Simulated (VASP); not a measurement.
# TaO5 (P-62m) in VASP: single point with PBE

Aim: the single point of TaO5 with PBE.

Everything below comes from runs of VASP 6.6.1. Logs are shortened: lines on timing, memory, paths and dates and some standing lists are left out, and cuts for length are marked.

### Step 1. The cell of the first run

It takes space group P-62m (No. 189, hexagonal). The conventional cell has a = 4.011 Å, b = 4.011 Å, c = 4.885 Å, α = 90.00°, β = 90.00°, γ = 120.00°. Ta (site symmetry -62m) has 2 O at 1.75 Å within 2.3 Å. O (site symmetry 3m) has 4 O at 1.38 to 1.67 Å and 1 Ta at 1.75 Å within 1.8 Å. Within 2.2 Å of O (site symmetry m2m) lie 6 O at 1.67 to 2.18 Å.

The cell was built from a structure type or drawn by symmetry, and may not be a known phase.

### Step 2. Single point, PBE

INCAR

```
SYSTEM = TaO5
ALGO = Normal ; EDIFF = 1E-6
ENCUT = 600 ; GGA = PE
GGA_COMPAT = .FALSE. ; ISIF = 2
ISMEAR = 0 ; LASPH = .TRUE.
LCHARG = .TRUE. ; LELF = .TRUE.
LREAL = .FALSE. ; LVHAR = .TRUE.
LWAVE = .FALSE. ; NBANDS = 30
NELM = 120 ; PREC = Accurate
SIGMA = 0.1
```

KPOINTS

```
k-points
0
G
  6 6 4
  0 0 0
```

POSCAR

```
TaO5
1.0
    4.0114755400      0.0000000000      0.0000000000
   -2.0057377700      3.4740397200      0.0000000000
    0.0000000000      0.0000000000      4.8845214600
Ta O
1 5
Direct
    0.0000000000      0.0000000000      0.0000000000
    0.0000000000      0.0000000000      0.3585938700
    0.0000000000      0.0000000000      0.6414061300
    0.6215569100      0.0000000000      0.5000000000
    0.0000000000      0.6215569100      0.5000000000
    0.3784430900      0.3784430900      0.5000000000
```

Potentials or basis: VASP PAW PBE potentials, release 64 (Ta_sv_GW, O).

Started as:

```sh
$ cat potpaw_PBE.64/Ta_sv_GW/POTCAR potpaw_PBE.64/O/POTCAR > POTCAR
$ mpirun -np 1 vasp_std > vasp.out
```

OUTCAR:

```text
SYSTEM = TaO5
   EDIFF = 1E-6
   ENCUT = 600
   GGA = PE
   ISIF = 2
   ISMEAR = 0
   LASPH = .TRUE.
   LREAL = .FALSE.
   NELM = 120
   PREC = Accurate

 ion  position               nearest neighbor table
   1  0.000  0.000  0.000-   2 1.75   3 1.75
   2  0.000  0.000  0.359-   3 1.38   5 1.67   6 1.67   4 1.67   1 1.75
   3  0.000  0.000  0.641-   2 1.38   5 1.67   6 1.67   4 1.67   1 1.75
   4  0.622  0.000  0.500-   2 1.67   3 1.67
   5  0.000  0.622  0.500-   2 1.67   3 1.67
   6  0.378  0.378  0.500-   2 1.67   3 1.67

  LATTYP: Found a hexagonal cell.
 ALAT       =     4.0114755400
 C/A-ratio  =     1.2176371042

  Lattice vectors:

 A1 = (   4.0114755400,   0.0000000000,   0.0000000000)
 A2 = (  -2.0057377700,   3.4740397200,   0.0000000000)
 A3 = (   0.0000000000,   0.0000000000,   4.8845214600)

Analysis of symmetry for initial positions (statically):
=====================================================================
 Subroutine PRICEL returns:
 Original cell was already a primitive cell.

 Routine SETGRP: Setting up the symmetry group for a
 hexagonal supercell.

 Subroutine GETGRP returns: Found 12 space group operations
 (whereof 12 operations were pure point group operations)
 out of a pool of 24 trial point group operations.

The static configuration has the point symmetry D_3h.

Analysis of symmetry for dynamics (positions and initial velocities):
=====================================================================
 Subroutine PRICEL returns:
 Original cell was already a primitive cell.

 Routine SETGRP: Setting up the symmetry group for a
 hexagonal supercell.

 Subroutine GETGRP returns: Found 12 space group operations
 (whereof 12 operations were pure point group operations)
 out of a pool of 24 trial point group operations.

The dynamic configuration has the point symmetry D_3h.

 Subroutine INISYM returns: Found 12 space group operations
 (whereof 12 operations are pure point group operations),
 and found     1 'primitive' translations

----------------------------------------------------------------------------------------

                                     Primitive cell

  volume of cell :      68.0708

  direct lattice vectors                    reciprocal lattice vectors
     4.011475540  0.000000000  0.000000000     0.249284830  0.143924664  0.000000000
    -2.005737770  3.474039720  0.000000000     0.000000000  0.287849328  0.000000000
     0.000000000  0.000000000  4.884521460     0.000000000  0.000000000  0.204728346

  length of vectors
     4.011475540  4.011475536  4.884521460     0.287849328  0.287849328  0.204728346

  position of ions in fractional coordinates (direct lattice)
     0.000000000  0.000000000  0.000000000
     0.000000000  0.000000000  0.358593870
     0.000000000  0.000000000  0.641406130
     0.621556910  0.000000000  0.500000000
     1.000000000  0.621556910  0.500000000
     0.378443090  0.378443090  0.500000000

  ion indices of the primitive-cell ions
   primitive index   ion index
                 1           1
                 2           2
                 3           3
                 4           4
                 5           5
                 6           6

----------------------------------------------------------------------------------------

 KPOINTS: k-points

Automatic generation of k-mesh.
 Grid dimensions read from file:
 generate k-points for:    6    6    4

 Generating k-lattice:

  Cartesian coordinates                     Fractional coordinates (reciprocal lattice)
     0.041547472  0.023987444  0.000000000     0.166666667  0.000000000  0.000000000
     0.000000000  0.047974888  0.000000000     0.000000000  0.166666667  0.000000000
     0.000000000  0.000000000  0.051182087     0.000000000  0.000000000  0.250000000

  Length of vectors
     0.047974888  0.047974888  0.051182087

  Shift w.r.t. Gamma in fractional coordinates (k-lattice)
     0.000000000  0.000000000  0.000000000

 Subroutine IBZKPT returns following result:
 ===========================================

 Found     21 irreducible k-points:

 Following reciprocal coordinates:
            Coordinates               Weight
  0.000000  0.000000  0.000000      1.000000
  0.166667 -0.000000  0.000000      6.000000
  0.333333 -0.000000  0.000000      6.000000
  0.500000 -0.000000  0.000000      3.000000
  0.166667  0.166667  0.000000      6.000000
  0.333333  0.166667  0.000000     12.000000
[... 13 lines left out ...]
  0.333333  0.166667  0.500000     12.000000
  0.333333  0.333333  0.500000      2.000000
   k-points           NKPTS =     21   k-points in BZ     NKDIM =     21   number of bands    NBANDS=     30
   number of dos      NEDOS =    301   number of ions     NIONS =      6
   total plane-waves  NPLWV =  40960
   dimension x,y,z NGX =    32 NGY =   32 NGZ =   40
   dimension x,y,z NGXF=    64 NGYF=   64 NGZF=   80
   ions per type =               1   5
   NGX,Y,Z   is equivalent  to a cutoff of  13.26, 13.26, 13.61 a.u.
   NGXF,Y,Z  is equivalent  to a cutoff of  26.52, 26.52, 27.23 a.u.
 SYSTEM =  TaO5
   PREC   = accura    normal or accurate (medium, high low for compatibility)
   ISTART =      0    job   : 0-new  1-cont  2-samecut
   ICHARG =      2    charge: 1-file 2-atom 10-const
   ISPIN  =      1    spin polarized calculation?
   LNONCOLLINEAR =      F non collinear calculations
   LSORBIT =      F    spin-orbit coupling
   LASPH  =      T    aspherical Exc in radial PAW
   ENCUT  =  600.0 eV  44.10 Ry    6.64 a.u.   8.01  8.01  9.76*2*pi/ulx,y,z
   NELM   =    120;   NELMIN=  2; NELMDL= -5     # of ELM steps
   EDIFF  = 0.1E-05   stopping-criterion for ELM
   LREAL  =      F    real-space projection
   EDIFFG = 0.1E-04   stopping-criterion for IOM
   NSW    =      0    number of steps for IOM
   IBRION =     -1    ionic relax: 0-MD 1-quasi-New 2-CG
   NFREE  =      0    steps in history (QN), initial steepest desc. (CG)
   ISIF   =      2    stress and relaxation
   ISYM   =      2    0-nonsym 1-usesym 2-fastsym
   POTIM  = 0.5000    time-step for ionic-motion
   TEBEG  =    0.0;   TEEND  =   0.0 temperature during run
   PSTRESS=    0.0 pullay stress
   NELECT =      43.0000    total number of electrons
   NUPDOWN=      -1.0000    fix difference up-down
   EMIN   =  10.00;   EMAX   =-10.00  energy-range for DOS
   EFERMI =   0.00;   METHOD = LEGACY
   ISMEAR =     0;   SIGMA  =   0.10  broadening in eV -4-tet -1-fermi 0-gaus
   EFERMI_NEDOS =   21; number of points for ismear=-14 and -15
   IALGO  =     38    algorithm
   IMIX   =      4    mixing-type and parameters
     AMIX     =   0.40;   BMIX     =  1.00
     AMIX_MAG =   1.60;   BMIX_MAG =  1.00
  volume/ion in A,a.u.               =      11.35        76.56
  Fermi-wavevector in a.u.,A,eV,Ry     =   1.404680  2.654460 26.846000  1.973125
  Thomas-Fermi vector in A             =   2.527217
   LORBIT       =      0    0 simple, 1 ext, 2 COOP (PROOUT), +10 PAW based schemes
   GGA     = PE    functional components
   LHFCALC =     F    Hartree Fock is set to
   AEXX    =    0.0000 exact exchange contribution
   IVDW    =     0    specifies the selected vdW correction
   LEPSILON=     F    determine dielectric tensor
   LRPA    =     F    only Hartree local field effects (RPA)
 non-spin polarized calculation
 Gauss-broadening in eV      SIGMA  =   0.10
  energy-cutoff  :      600.00
  volume of cell :       68.07
 maximum number of plane-waves:      2304
   NGX = 17   NGY = 17   NGZ = 19

 number of electron      43.0000005 magnetization

 Free energy of the ion-electron system (eV)
  ---------------------------------------------------
  ext. energy  EPLUGINS =         0.00000000
  ---------------------------------------------------
  free energy    TOTEN  =       -21.20092726 eV

  energy without entropy =      -21.16950748  energy(sigma->0) =      -21.18521737

 E-fermi :   4.9364     XC(G=0): -10.8843

 val. band max:        4.9341674733   @ k =   0.3333   0.1667   0.2500
 cond. band min:       4.9394948481   @ k =   0.1667   0.1667   0.2500
 fundamental gap:      0.0053273748
 Fermi energy:         4.9364429044

 k-point     1 :       0.0000    0.0000    0.0000
  band No.  band energies     occupation
      1     -64.3057      2.00000
      2     -31.7805      2.00000
      3     -30.6709      2.00000
      4     -30.6709      2.00000
      5     -23.8040      2.00000
      6     -13.3093      2.00000
[... 22 lines left out ...]
     29       8.6571      0.00000
     30      14.1567      0.00000

 k-point     2 :       0.1667   -0.0000    0.0000
  band No.  band energies     occupation
      1     -64.3056      2.00000
      2     -31.7797      2.00000
      3     -30.6773      2.00000
      4     -30.6726      2.00000
      5     -23.7613      2.00000
      6     -14.1045      2.00000
[... 22 lines left out ...]
     29       8.6133      0.00000
     30      13.3897      0.00000

 k-point     3 :       0.3333   -0.0000    0.0000
  band No.  band energies     occupation
      1     -64.3053      2.00000
      2     -31.7781      2.00000
      3     -30.6899      2.00000
      4     -30.6759      2.00000
      5     -23.6730      2.00000
      6     -14.8316      2.00000
[... 22 lines left out ...]
     29       8.5275      0.00000
     30       9.9829      0.00000

 k-point     4 :       0.5000   -0.0000    0.0000
  band No.  band energies     occupation
      1     -64.3052      2.00000
      2     -31.7773      2.00000
      3     -30.6962      2.00000
      4     -30.6776      2.00000
      5     -23.6273      2.00000
      6     -15.1035      2.00000
[... 22 lines left out ...]
     29       8.1861      0.00000
     30       8.4858      0.00000

 k-point     5 :       0.1667    0.1667    0.0000
  band No.  band energies     occupation
      1     -64.3054      2.00000
      2     -31.7785      2.00000
      3     -30.6856      2.00000
      4     -30.6763      2.00000
      5     -23.6955      2.00000
      6     -14.6200      2.00000
[... 22 lines left out ...]
     29       8.5098      0.00000
     30      11.1258      0.00000
[... 427 lines left out ...]
     29       8.3722      0.00000
     30       8.7004      0.00000

 k-point    19 :       0.1667    0.1667    0.5000
  band No.  band energies     occupation
      1     -64.3053      2.00000
      2     -31.8528      2.00000
      3     -30.6844      2.00000
      4     -30.6752      2.00000
      5     -23.0605      2.00000
      6     -15.7106      2.00000
[... 22 lines left out ...]
     29       8.5338      0.00000
     30      11.6617      0.00000

 k-point    20 :       0.3333    0.1667    0.5000
  band No.  band energies     occupation
      1     -64.3051      2.00000
      2     -31.8508      2.00000
      3     -30.6919      2.00000
      4     -30.6797      2.00000
      5     -22.9870      2.00000
      6     -15.6902      2.00000
[... 22 lines left out ...]
     29       8.5738      0.00000
     30       9.1279      0.00000

 k-point    21 :       0.3333    0.3333    0.5000
  band No.  band energies     occupation
      1     -64.3052      2.00000
      2     -31.8501      2.00000
      3     -30.6877      2.00000
      4     -30.6877      2.00000
      5     -22.9623      2.00000
      6     -15.6835      2.00000
[... 22 lines left out ...]
     29       8.4351      0.00000
     30      10.0519      0.00000

------------------------ aborting loop because EDIFF is reached ----------------------------------------

  FORCE on cell =-STRESS in cart. coord.  units (eV):
  Direction    XX          YY          ZZ          XY          YZ          ZX
  --------------------------------------------------------------------------------------
  -------------------------------------------------------------------------------------
  Total       21.8476263     21.8476263     33.9707042      0.0000000      0.0000000      0.0000000
  in kB      514.2258340    514.2258327    799.5657489      0.0000000      0.0000000      0.0000000
  external PRESSURE =     609.3391385 kB  Pullay stress =       0.0000000 kB

 VOLUME and BASIS-vectors are now :
 -----------------------------------------------------------------------------
  energy-cutoff  :      600.00
  volume of cell :       68.07
      direct lattice vectors                 reciprocal lattice vectors
     4.011475540  0.000000000  0.000000000     0.249284830  0.143924664  0.000000000
    -2.005737770  3.474039720  0.000000000     0.000000000  0.287849328  0.000000000
     0.000000000  0.000000000  4.884521460     0.000000000  0.000000000  0.204728346

 POSITION                                       TOTAL-FORCE (eV/Angst)
 -----------------------------------------------------------------------------------
      0.00000      0.00000      0.00000        -0.000000     -0.000000     -0.000000
      0.00000      0.00000      1.75156        -0.000000     -0.000000     -5.232368
      0.00000      0.00000      3.13296        -0.000000     -0.000000      5.232368
      2.49336      0.00000      2.44226        -9.032645     -0.000000     -0.000000
     -1.24668      2.15931      2.44226         4.516322     -7.822500     -0.000000
      0.75906      1.31473      2.44226         4.516322      7.822500     -0.000000
 -----------------------------------------------------------------------------------
    total drift:                               -0.000000     -0.000001      0.000000

  FREE ENERGIE OF THE ION-ELECTRON SYSTEM (eV)
  ---------------------------------------------------
  free  energy   TOTEN  =       -21.2009272592 eV

  energy  without entropy=      -21.1695074805  energy(sigma->0) =      -21.18521737
```

It took 70 s on 1 thread of Intel Xeon Platinum 8259CL at 2.50GHz (Skylake/Cascade Lake), shared host; peak memory 0.22 GiB.

What came out:

```
Free energy            : -21.2009 eV
Pressure               : 60.9 GPa
Largest force          : 9.033 eV/Å
Band gap on the k mesh : zero (an odd number of electrons rules out a gap without spin polarisation)
```

Forces on the atoms (eV/Å):
```
Ta   0.000  0.000  0.000
O    0.000  0.000 -5.232
O    0.000  0.000  5.232
O   -9.033  0.000  0.000
O    4.516 -7.822  0.000
O    4.516  7.822  0.000
```

Stress tensor (GPa, compression positive):
```
51.42  0.00  0.00
 0.00 51.42  0.00
 0.00  0.00 79.96
```

Caveat: the cell stands under pressure; spin-orbit coupling is left out, which moves the levels of the heavy elements; an odd number of electrons without spin polarisation forces a metal; a magnetic or distorted state may lie lower.
